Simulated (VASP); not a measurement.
# Li2TaO3 (P4mm) in VASP: a series of runs, part 2 of 2

VASP 6.6.1.

## (3) Single point, PBE

This run uses another cell than the first one, of 12.26 Å³/atom.

INCAR

```
SYSTEM = Li2TaO3
PREC = Accurate ; ENCUT = 880
EDIFF = 1E-6 ; ISMEAR = 0
SIGMA = 0.1 ; LREAL = .False.
LASPH = .True. ; NELM = 120
ALGO = Normal ; ISIF = 2
LWAVE = .False. ; LCHARG = .True.
GGA = PE ; LELF = .True.
LVHAR = .True. ; NBANDS = 28
GGA_COMPAT = .False.
```

KPOINTS

```
Automatic mesh
0
Gamma
  14 14 4
  0 0 0
```

POSCAR

```
Li2TaO3
1.0
    2.8749041182      0.0000000000      0.0000000000
    0.0000000000      2.8749041182      0.0000000000
    0.0000000000      0.0000000000      8.9010717089
Li Ta O
2 1 3
Direct
    0.0000000000      0.0000000000      0.8511480303
    0.5000000000      0.5000000000      0.6234821501
    0.5000000000      0.5000000000      0.1646508870
    0.0000000000      0.0000000000      0.6499031099
    0.0000000000      0.0000000000      0.2483087406
    0.5000000000      0.5000000000      0.9625070920
```

Potentials or basis: VASP PAW PBE potentials, release 64 (Li_sv, Ta_sv_GW, O).

Run with:

```sh
cat potpaw_PBE.64/Li_sv/POTCAR potpaw_PBE.64/Ta_sv_GW/POTCAR potpaw_PBE.64/O/POTCAR > POTCAR
mpirun -np 1 vasp_std > vasp.out
```

OUTCAR:

```text
SYSTEM = Li2TaO3
   PREC = Accurate
   ENCUT = 880
   EDIFF = 1E-6
   ISMEAR = 0
   LREAL = .False.
   LASPH = .True.
   NELM = 120
   ISIF = 2
   GGA = PE

 ion  position               nearest neighbor table
   1  0.000  0.000  0.851-   4 1.79   6 2.26   6 2.26   6 2.26   6 2.26
   2  0.500  0.500  0.623-   4 2.05   4 2.05   4 2.05   4 2.05
   3  0.500  0.500  0.165-   6 1.80   5 2.16   5 2.16   5 2.16   5 2.16
   4  0.000  0.000  0.650-   1 1.79   2 2.05   2 2.05   2 2.05   2 2.05
   5  0.000  0.000  0.248-   3 2.16   3 2.16   3 2.16   3 2.16
   6  0.500  0.500  0.963-   3 1.80   1 2.26   1 2.26   1 2.26   1 2.26
[... 952 lines left out ...]
  -------------------------------------------------------------------------------------
  Total        0.0500430      0.0500430      0.3614365      0.0000000      0.0000000      0.0000000
  in kB        1.0898464      1.0898464      7.8714278      0.0000000      0.0000000      0.0000000
  external PRESSURE =       3.3503736 kB  Pullay stress =       0.0000000 kB

 VOLUME and BASIS-vectors are now :
 -----------------------------------------------------------------------------
  energy-cutoff  :      880.00
  volume of cell :       73.57
      direct lattice vectors                 reciprocal lattice vectors
     2.874904118  0.000000000  0.000000000     0.347837687  0.000000000  0.000000000
     0.000000000  2.874904118  0.000000000     0.000000000  0.347837687  0.000000000
     0.000000000  0.000000000  8.901071709     0.000000000  0.000000000  0.112346022

 POSITION                                       TOTAL-FORCE (eV/Angst)
 -----------------------------------------------------------------------------------
      0.00000      0.00000      7.57613         0.000000      0.000000      0.034855
      1.43745      1.43745      5.54966         0.000000     -0.000000     -0.004581
      1.43745      1.43745      1.46557         0.000000      0.000000      0.172747
      0.00000      0.00000      5.78483         0.000000      0.000000     -0.030062
      0.00000      0.00000      2.21021        -0.000000      0.000000     -0.001130
      1.43745      1.43745      8.56734         0.000000     -0.000000     -0.171829
 -----------------------------------------------------------------------------------
    total drift:                                0.000000      0.000000     -0.001646

  FREE ENERGIE OF THE ION-ELECTRON SYSTEM (eV)
  ---------------------------------------------------
  free  energy   TOTEN  =       -43.4091261260 eV

  energy  without entropy=      -43.3957298346  energy(sigma->0) =      -43.40242798
```

OSZICAR:

```text
N       E                     dE             d eps       ncg     rms          rms(c)
DAV:   1     0.419345762661E+03    0.41935E+03   -0.25783E+04  6048   0.196E+03
DAV:   2    -0.195578369844E+02   -0.43890E+03   -0.42411E+03  7756   0.444E+02
DAV:   3    -0.527586263587E+02   -0.33201E+02   -0.32965E+02  8164   0.119E+02
[... 13 lines left out ...]
DAV:  17    -0.434090949230E+02    0.14221E-03   -0.69313E-04  6860   0.147E-01    0.426E-01
DAV:  18    -0.434091227923E+02   -0.27869E-04   -0.47789E-05  8248   0.389E-02    0.299E-01
DAV:  19    -0.434091533419E+02   -0.30550E-04   -0.11523E-05  6304   0.168E-02    0.121E-01
DAV:  20    -0.434091266103E+02    0.26732E-04   -0.34854E-05  6896   0.258E-02    0.453E-02
DAV:  21    -0.434091261260E+02    0.48425E-06   -0.16075E-06  5852   0.715E-03
   1 F= -.43409126E+02 E0= -.43402428E+02  d E =-.133963E-01
```

stdout:

```text
POSCAR found type information on POSCAR LiTaO
 POSCAR found :  3 types and       6 ions
 scaLAPACK will be used
 LDA part: xc-table for (Slater+PW92), standard interpolation
 POSCAR, INCAR and KPOINTS ok, starting setup
 FFT: planning ... GRIDC
 FFT: planning ... GRID_SOFT
 FFT: planning ... GRID
 WAVECAR not read
 entering main loop
```

Run time: 6.7 min. Hardware: 1 thread of Intel Xeon Platinum 8375C at 2.90GHz (Ice Lake), shared host; peak memory 0.58 GiB.

Results:

| Property | Result |
| --- | --- |
| Free energy | -43.4091 eV |
| Pressure | 0.3 GPa |
| Largest force | 0.173 eV/Å |
| Band gap on the k mesh | zero (an odd number of electrons rules out a gap without spin polarisation) |

Forces on the atoms (eV/Å):
```
Li   0.000  0.000  0.035
Li   0.000  0.000 -0.005
Ta   0.000  0.000  0.173
O    0.000  0.000 -0.030
O    0.000  0.000 -0.001
O    0.000  0.000 -0.172
```

Levels at points of the mesh, in eV from the Fermi level:
```tsv
k point	band 15	band 16	band 17	band 18	band 19	band 20	band 21	band 22
(0.00, 0.00, 0.00)	-4.06	-4.06	-1.91	-0.10	-0.10	-0.06	2.58	2.80
(0.50, 0.00, 0.00)	-3.95	-2.32	-1.06	-0.68	0.34	0.51	2.63	3.50
(0.50, 0.50, 0.00)	-5.42	-2.38	-2.38	-0.48	1.65	1.65	2.27	4.20
(0.00, 0.00, 0.50)	-4.06	-4.06	-1.94	-0.10	-0.10	-0.04	2.58	3.10
(0.50, 0.00, 0.50)	-3.95	-2.28	-1.04	-0.71	0.34	0.49	2.63	3.30
(0.50, 0.50, 0.50)	-5.42	-2.38	-2.38	-0.47	1.65	1.65	2.26	4.18
```

Caveat: spin-orbit coupling is left out, which moves the levels of the heavy elements; an odd number of electrons without spin polarisation forces a metal; a magnetic or distorted state may lie lower.

## (4) Relaxation of cell and atoms, PBE

This run uses another cell than the first one, of 11.48 Å³/atom.

INCAR

```
SYSTEM = Li2TaO3
ALGO     = Normal         ! electronic algorithm
EDIFF    = 1E-7           ! SCF threshold, eV
EDIFFG   = -0.04          ! ionic threshold
ENCUT    = 880            ! plane-wave cutoff, eV
GGA      = PE             ! functional
GGA_COMPAT= .FALSE.      
IBRION   = 2              ! ionic algorithm
ISIF     = 3              ! what is computed and relaxed
ISMEAR   = 0              ! smearing method
LASPH    = .TRUE.         ! aspherical terms in the spheres
LCHARG   = .FALSE.        ! write CHGCAR
LREAL    = .FALSE.        ! projectors in reciprocal space
LWAVE    = .FALSE.        ! write WAVECAR
NELM     = 120            ! most SCF steps
NELMIN   = 4            
NSW      = 90             ! ionic steps
PREC     = Accurate       ! precision mode
SIGMA    = 0.1            ! smearing width, eV
```

KPOINTS

```
k-points
0
G
  6 6 2
  0 0 0
```

POSCAR

```
Li2TaO3
1.0
    2.8794593800      0.0000000000      0.0000000000
    0.0000000000      2.8794593800      0.0000000000
    0.0000000000      0.0000000000      8.3110331600
Li Ta O
2 1 3
Direct
    0.0000000000      0.0000000000      0.9999432600
    0.5000000000      0.5000000000      0.5015775000
    0.5000000000      0.5000000000      0.1713354600
    0.0000000000      0.0000000000      0.6746923900
    0.0000000000      0.0000000000      0.3274696500
    0.5000000000      0.5000000000      0.8249817500
```

Run with:

```sh
cat potpaw_PBE.64/Li_sv/POTCAR potpaw_PBE.64/Ta_sv_GW/POTCAR potpaw_PBE.64/O/POTCAR > POTCAR
mpirun -np 1 vasp_std > vasp.out
```

Run time: 34 min. Hardware: 1 thread of Intel Xeon 6975P-C (Granite Rapids), shared host; peak memory 0.32 GiB.

The run converged. Its results:

- Free energy: -43.4471 eV
- Relaxed volume: 12.17 Å³/atom
- Relaxed cell: a = 2.869 Å, b = 2.869 Å, c = 8.875 Å, α = 90.00°, β = 90.00°, γ = 90.00°
- Space group after relaxing (to 0.1 Å): P4mm (No. 99)
- Energy gained by relaxing: 1759.3 meV/atom
- Ionic steps: 67
- Pressure after relaxing: 0.0 GPa
- Largest force after relaxing: 0.035 eV/Å
- Band gap on the k mesh: zero (an odd number of electrons rules out a gap without spin polarisation)

Forces on the atoms (eV/Å):
```
Li   0.000  0.000  0.012
Li   0.000  0.000 -0.035
Ta   0.000  0.000 -0.006
O    0.000  0.000  0.019
O    0.000  0.000 -0.006
O    0.000  0.000  0.016
```

Stress tensor (GPa, compression positive):
```
-0.02  0.00  0.00
 0.00 -0.02  0.00
 0.00  0.00  0.13
```

Step by step:
```
step  energy change (eV)  largest force (eV/Å)  pressure (GPa)  volume (Å³)
   1              0.0000                5.3489           -7.22        68.91
   3             -2.9362                8.1630           33.46        53.22
   5             -4.7211                5.6810            6.97        57.40
   7             -6.7859                6.7319            9.08        56.63
   9             -7.9497                8.6186           13.44        56.79
  11             -9.2195                3.6426           14.03        58.68
  13             -9.7755                3.7530            1.06        64.14
  15            -10.0237                1.9586           -1.29        63.41
  17            -10.1176                1.5776           -1.36        63.37
  19            -10.1681                1.4829           14.49        61.28
  21            -10.3778                0.2520            5.66        63.55
  23            -10.4416                0.8681            3.09        65.97
  25            -10.4776                0.2303           -1.32        68.71
  27            -10.5000                0.3769           -0.48        68.93
  29            -10.5146                0.3286            1.40        69.49
  31            -10.5229                0.2998            0.98        70.12
  33            -10.5317                0.2183           -1.06        71.49
  35            -10.5383                0.3702           -0.37        71.67
  37            -10.5431                0.1572           -0.43        71.66
  39            -10.5447                0.1465            0.45        71.39
  41            -10.5472                0.2443            0.27        71.51
  43            -10.5494                0.0714            0.36        71.67
  45            -10.5498                0.1443            0.44        71.78
  47            -10.5511                0.1115           -0.03        72.09
  49            -10.5512                0.1267           -0.22        72.22
  51            -10.5526                0.1072           -0.05        72.35
  53            -10.5529                0.1567            0.03        72.45
  55            -10.5535                0.1221           -0.11        72.59
  57            -10.5539                0.0692           -0.05        72.57
  59            -10.5545                0.0905            0.64        72.60
  61            -10.5550                0.0410            0.30        72.70
  63            -10.5554                0.0876            0.00        72.97
  65            -10.5554                0.0499           -0.05        73.16
  67            -10.5555                0.0350            0.03        73.05
```

Final structure:
```
CELL_PARAMETERS angstrom
2.86891 0.00000 0.00000
0.00000 2.86891 0.00000
0.00000 0.00000 8.87483
ATOMIC_POSITIONS crystal
Li 0.00000 0.00000 0.85278
Li 0.50000 0.50000 0.62395
Ta 0.50000 0.50000 0.16409
O 0.00000 0.00000 0.64935
O 0.00000 0.00000 0.24947
O 0.50000 0.50000 0.96036
```

Levels at points of the mesh, in eV from the Fermi level:
| k point | band 15 | band 16 | band 17 | band 18 | band 19 | band 20 | band 21 | band 22 |
| --- | --- | --- | --- | --- | --- | --- | --- | --- |
| (0.00, 0.00, 0.00) | -3.79 | -3.79 | -1.86 | -0.09 | -0.09 | 0.14 | 2.89 | 3.03 |
| (0.50, 0.00, 0.00) | -3.66 | -2.29 | -1.02 | -0.50 | 0.35 | 0.68 | 2.87 | 3.76 |
| (0.50, 0.50, 0.00) | -5.17 | -2.38 | -2.38 | -0.44 | 1.89 | 1.89 | 2.46 | 4.39 |
| (0.00, 0.00, 0.50) | -3.79 | -3.79 | -1.89 | -0.09 | -0.09 | 0.16 | 2.89 | 3.33 |
| (0.50, 0.00, 0.50) | -3.66 | -2.25 | -1.00 | -0.53 | 0.35 | 0.67 | 2.87 | 3.55 |
| (0.50, 0.50, 0.50) | -5.17 | -2.38 | -2.38 | -0.44 | 1.89 | 1.89 | 2.45 | 4.37 |

Caveat: the k points lie up to 0.37 Å⁻¹ apart in the final cell, too coarse for converged energies and pressures of a metal; spin-orbit coupling is left out, which moves the levels of the heavy elements; an odd number of electrons without spin polarisation forces a metal; a magnetic or distorted state may lie lower.

## (5) The runs side by side

```csv
task,cell,k mesh,gap on the mesh (eV),pressure (GPa),largest force (eV/Å)
single point,"a = 2.869, b = 2.869, c = 8.903 Å, 6 atoms, atomic positions A",6 × 6 × 2,none,0.4,0.18
single point,"a = 2.875, b = 2.875, c = 8.901 Å, 6 atoms, atomic positions B",14 × 14 × 4,none,0.3,0.17
relaxation of cell and atoms,"relaxed from a = 2.879, b = 2.879, c = 8.311 Å, 6 atoms, atomic positions C",6 × 6 × 2,none,0.0,0.03
```

Alike in all rows: level PBE; potentials or basis VASP PAW PBE potentials, release 64 (Li_sv, Ta_sv_GW, O); no spin polarisation; cutoff (eV) 880; smearing gaussian 0.1 eV.

Caveats: some runs use coarse meshes; spin-orbit coupling is left out, which moves the levels of the heavy elements; an odd number of electrons without spin polarisation forces a metal; a magnetic or distorted state may lie lower.

Absolute energies hang on the potentials; compare differences alone.
